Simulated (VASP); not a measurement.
A run of VASP 6.6.1 is set up as follows.

Contents of INCAR:

```
PREC = Accurate
ENCUT = 520
EDIFF = 1E-6
ISMEAR = 0
SIGMA = 0.01
LREAL = F
LASPH = T
NELM = 80
ALGO = Normal
ISIF = 2
LWAVE = F
LCHARG = T
GGA = CA
LELF = T
LVHAR = T
NBANDS = 11
```

KPOINTS

```
Automatic mesh
0
Gamma
  8 8 8
```

Contents of POSCAR:

```
Si
1.0
    2.6469593521      2.6469593521      0.0000000000
   -2.6469593521      2.6469593521      0.0000000000
    0.0000000000      2.6469593521      2.7333906779
Si
2
Direct
    0.2500000000      0.7500000000      0.5000000000
    0.0000000000      0.0000000000      0.0000000000
```

Potentials or basis: VASP PAW LDA potentials, release 64 (Si).

Command:

```bash
$ cat potpaw_LDA.64/Si/POTCAR > POTCAR
$ mpirun -np 1 vasp_std > vasp.out
```

(1) What does it give for the band gap on the k mesh?

(2) Predict the pressure.

Answers

(1) 0.27 eV, indirect (least direct gap 2.43 eV).

(2) 3.0 GPa.

Caveat: the cell differs from its parent crystal (in-plane strain -0.02).
